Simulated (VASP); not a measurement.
# TaN (P6_3mc) in VASP: further runs, part 2 of 2

VASP 6.6.1. The steps go on from the part before.

## (5) Relaxation of cell and atoms, r2SCAN

POSCAR reads:

```
TaN
1.0
    3.0500020400      0.0000000000      0.0000000000
   -1.5250010200      2.6413792500      0.0000000000
    0.0000000000      0.0000000000      4.9400015300
Ta N
2 2
Direct
    0.3333333333      0.6666666667      0.0000000000
    0.6666666667      0.3333333333      0.5000000000
    0.3333333333      0.6666666667      0.3850000000
    0.6666666667      0.3333333333      0.8850000000
```

INCAR.step1 reads:

```
SYSTEM = TaN
  PREC = Accurate
  ENCUT = 600
  ISMEAR = -1
  SIGMA = 0.05
  LREAL = .False.
  LASPH = .True.
  NELM = 100
  GGA = PE
  ALGO = Normal
  EDIFF = 1E-4
  LWAVE = .True.
  LCHARG = .False.
```

INCAR.step2 reads:

```
SYSTEM = TaN
  PREC = Accurate
  ENCUT = 600
  EDIFF = 1E-6
  ISMEAR = -1
  SIGMA = 0.05
  LREAL = .False.
  LASPH = .True.
  NELM = 100
  ALGO = Normal
  ISIF = 3
  LWAVE = .False.
  LCHARG = .False.
  METAGGA = R2SCAN
  LMIXTAU = .True.
  IBRION = 2
  NSW = 60
  EDIFFG = -0.01
  ISTART = 1
```

KPOINTS reads:

```
Automatic mesh
0
Gamma
  10 10 6
  0 0 0
```

Command:

```
cat potpaw_PBE.64/Ta_pv/POTCAR potpaw_PBE.64/N/POTCAR > POTCAR
cp INCAR.step1 INCAR
mpirun -np 1 vasp_std > vasp.out
cp INCAR.step2 INCAR
mpirun -np 1 vasp_std > vasp.out
```

Wall time 25 min (1 thread of AMD EPYC 9R45 (Zen 5), shared host); peak memory 0.18 GiB.

It converged, with:

| Item | Value |
| --- | --- |
| Free energy | -119.0798 eV |
| Relaxed volume | 12.99 Å³/atom |
| Relaxed cell | a = 3.144 Å, b = 3.144 Å, c = 6.070 Å, α = 90.00°, β = 90.00°, γ = 120.00° |
| Space group after relaxing (to 0.1 Å) | P6_3mc (No. 186) |
| Pressure after relaxing | 0.0 GPa |
| Band gap on the k mesh | zero (bands 16 and 17 overlap by 0.33 eV) |

Final structure:
```xyz
4
Lattice="3.1444 0.0000 0.0000 -1.5722 2.7231 0.0000 0.0000 0.0000 6.0696" Properties=species:S:1:pos:R:3 pbc="T T T"
Ta    0.0000    1.8154    0.1853
Ta    1.5722    0.9077    3.2201
N     0.0000    1.8154    2.1515
N     1.5722    0.9077    5.1863
```

Levels at points of the mesh, in eV from the Fermi level:
| k point | band 13 | band 14 | band 15 | band 16 | band 17 | band 18 | band 19 | band 20 |
| --- | --- | --- | --- | --- | --- | --- | --- | --- |
| (0.00, 0.00, 0.00) | -4.85 | -4.85 | -0.84 | -0.80 | 0.19 | 0.19 | 2.34 | 2.34 |
| (0.50, 0.00, 0.00) | -5.15 | -4.00 | -2.38 | -0.66 | 1.20 | 2.34 | 2.80 | 3.54 |
| (0.00, 0.00, 0.50) | -5.36 | -5.36 | 0.16 | 0.16 | 1.05 | 1.05 | 1.05 | 1.05 |
| (0.50, 0.00, 0.50) | -5.14 | -5.14 | -1.02 | -1.02 | 1.59 | 1.59 | 3.45 | 3.45 |

Caveat: the volume moved by over 15 % at a fixed basis, so the end points are rough; the PAW data sets were made with another functional, which shifts forces and pressure a little; spin-orbit coupling is left out, which moves the levels of the heavy elements. Zero-point motion and thermal expansion aren't in these numbers.

## (6) Relaxation of cell and atoms, r2SCAN+U

POSCAR is that of step 5.

INCAR.step1 reads:

```
SYSTEM = TaN
ALGO = Normal ; EDIFF = 1E-4
ENCUT = 600 ; GGA = PE
ISMEAR = -1 ; LASPH = .True.
LCHARG = .False. ; LDAU = .True.
LDAUJ = 0 0 ; LDAUL = 2 -1
LDAUTYPE = 2 ; LDAUU = 8 0
LMAXMIX = 4 ; LREAL = .False.
LWAVE = .True. ; NELM = 150
PREC = Accurate ; SIGMA = 0.05
```

INCAR.step2 reads:

```
SYSTEM = TaN
ALGO = Normal ; EDIFF = 1E-6
EDIFFG = -0.01 ; ENCUT = 600
IBRION = 2 ; ISIF = 3
ISMEAR = -1 ; ISTART = 1
LASPH = .True. ; LCHARG = .False.
LDAU = .True. ; LDAUJ = 0 0
LDAUL = 2 -1 ; LDAUPRINT = 1
LDAUTYPE = 2 ; LDAUU = 8 0
LMAXMIX = 4 ; LMIXTAU = .True.
LREAL = .False. ; LWAVE = .False.
METAGGA = R2SCAN ; NELM = 150
NSW = 60 ; PREC = Accurate
SIGMA = 0.05
```

KPOINTS reads:

```
k-points
0
Gamma
  10 10 6
  0 0 0
```

Potentials or basis: VASP PAW PBE potentials, release 64 (Ta_pv, N).

Command:

```
cat potpaw_PBE.64/Ta_pv/POTCAR potpaw_PBE.64/N/POTCAR > POTCAR
cp INCAR.step1 INCAR
mpirun -np 1 vasp_std > vasp.out
cp INCAR.step2 INCAR
mpirun -np 1 vasp_std > vasp.out
```

Run time: 83 min. Hardware: 1 thread of Intel Xeon 8259CL, shared host; peak memory 0.22 GiB.

It converged, with:

| Item | Value |
| --- | --- |
| Free energy | -105.7229 eV |
| Relaxed volume | 13.99 Å³/atom |
| Relaxed cell | a = 3.216 Å, b = 3.216 Å, c = 6.250 Å, α = 90.00°, β = 90.00°, γ = 120.00° |
| Space group after relaxing (to 0.1 Å) | P6_3mc (No. 186) |
| Pressure after relaxing | 0.0 GPa |
| Band gap on the k mesh | 0.41 eV (least direct gap 0.44 eV) |

Forces on the atoms (eV/Å):
```
Ta   0.000  0.000  0.002
Ta   0.000  0.000  0.002
N    0.000  0.000 -0.002
N    0.000  0.000 -0.002
```

Stress tensor (GPa, compression positive):
```
 0.07  0.00  0.00
 0.00  0.07  0.00
 0.00  0.00 -0.04
```

Final structure:
```
Ta N
1.0
     3.21550    0.00000    0.00000
    -1.60775    2.78471    0.00000
     0.00000    0.00000    6.24997
Ta N
2 2
Direct
  0.33333 0.66667 0.03156
  0.66667 0.33333 0.53156
  0.33333 0.66667 0.35344
  0.66667 0.33333 0.85344
```

Levels at points of the mesh, in eV from the valence-band top:
```
           k point  band 13  band 14  band 15  band 16  band 17  band 18  band 19  band 20
(0.00, 0.00, 0.00)    -4.21    -4.21    -1.40    -0.64     1.40     1.40     2.90     2.90
(0.50, 0.00, 0.00)    -5.13    -3.71    -1.59    -0.93     1.34     2.72     3.60     4.48
(0.00, 0.00, 0.50)    -4.65    -4.65    -0.18    -0.18     2.13     2.13     2.13     2.13
(0.50, 0.00, 0.50)    -4.50    -4.50    -0.82    -0.82     1.88     1.88     4.36     4.36
```

Eigenvalues of the final occupation matrices:
```tsv
site	spin	trace	eigenvalues
site 1 d	1	0.97	0.11 0.11 0.24 0.24 0.27
site 1 d	2	0.97	0.11 0.11 0.24 0.24 0.27
site 2 d	1	0.97	0.11 0.11 0.24 0.24 0.27
site 2 d	2	0.97	0.11 0.11 0.24 0.24 0.27
```

Caveat: the volume moved by over 15 % at a fixed basis, so the end points are rough; the PAW data sets were made with another functional, which shifts forces and pressure a little; spin-orbit coupling is left out, which moves the levels of the heavy elements. A k mesh can miss the band edges.

## (7) The runs side by side

| task | level | U | cell | cutoff (eV) | gap on the mesh (eV) | pressure (GPa) | relaxed volume (Å³/atom) | largest force (eV/Å) |
| --- | --- | --- | --- | --- | --- | --- | --- | --- |
| relaxation of cell and atoms | r2SCAN+U | Ta d U = 4.0 eV | relaxed from a = 3.050, b = 3.050, c = 4.940 Å, angles 90.0, 90.0, 120.0°, 4 atoms, atomic positions A | 600 | 0.25 | 0.0 | 13.46 | - |
| single point | r2SCAN+U | Ta d U = 6.0 eV | a = 3.151, b = 3.151, c = 6.183 Å, angles 90.0, 90.0, 120.0°, 4 atoms, atomic positions B | 520 | 0.46 | 8.8 | - | 0.04 |
| single point | r2SCAN+U | Ta d U = 8.0 eV | a = 3.166, b = 3.166, c = 6.232 Å, angles 90.0, 90.0, 120.0°, 4 atoms, atomic positions C | 520 | 0.38 | 9.3 | - | 0.32 |
| relaxation of cell and atoms | r2SCAN | - | relaxed from a = 3.050, b = 3.050, c = 4.940 Å, angles 90.0, 90.0, 120.0°, 4 atoms, atomic positions A | 600 | none | 0.0 | 12.99 | - |
| relaxation of cell and atoms | r2SCAN+U | Ta d U = 8.0 eV | relaxed from a = 3.050, b = 3.050, c = 4.940 Å, angles 90.0, 90.0, 120.0°, 4 atoms, atomic positions A | 600 | 0.41 | 0.0 | 13.99 | - |

Alike in all rows: potentials or basis VASP PAW PBE potentials, release 64 (Ta_pv, N); no spin polarisation; k mesh 10 × 10 × 6; smearing fermi-dirac 0.05 eV.

Caveats: the PAW data sets were made with another functional, which shifts forces and pressure a little; spin-orbit coupling is left out, which moves the levels of the heavy elements; the volume moved by over 15 % at a fixed basis, so the end points are rough (at least some runs); the cell stands under pressure (at least some runs).

Absolute energies hang on the potentials; compare differences alone.
